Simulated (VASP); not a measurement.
## NaF: single point with LDA

NaF:

```
CELL_PARAMETERS angstrom
2.79349 0.00000 0.00000
0.00000 2.79349 0.00000
0.00000 0.00000 2.79349
ATOMIC_POSITIONS crystal
Na 0.00000 0.00000 0.00000
F 0.50000 0.50000 0.50000
```

```
Program                : VASP 6.6.1
Task                   : single point
Functional             : LDA
Potentials or basis    : VASP PAW LDA potentials, release 64 (Na_pv, F)
Cutoff                 : 520 eV
k mesh                 : 10 × 10 × 10
Occupations            : gaussian, width 0.01 eV
Spin                   : no spin polarisation
Dipole correction      : no
Further INCAR settings : ALGO = Normal; EDIFF = 1e-07; NBANDS = 14
```

* Pressure: -3.6 GPa
* Band gap on the k mesh: 5.78 eV, indirect (least direct gap 6.13 eV)

Levels at points of the mesh, in eV from the valence-band top:
```tsv
k point	band 4	band 5	band 6	band 7	band 8	band 9	band 10	band 11
(0.00, 0.00, 0.00)	-19.50	-0.35	-0.35	-0.35	5.78	15.29	15.29	23.56
(0.50, 0.00, 0.00)	-18.65	-2.77	-0.22	-0.22	10.49	11.53	19.44	20.80
(0.50, 0.50, 0.00)	-18.92	-1.95	-1.95	0.00	11.55	14.86	14.86	15.26
(0.50, 0.50, 0.50)	-18.66	-1.71	-1.71	-1.71	13.95	13.95	13.95	19.01
```

Run time: 14 s on 1 thread of Intel Xeon 8259CL, on a shared host, peak memory 0.13 GiB.

A k mesh can miss the band edges. As with any semilocal functional, this LDA gap is likely too small.
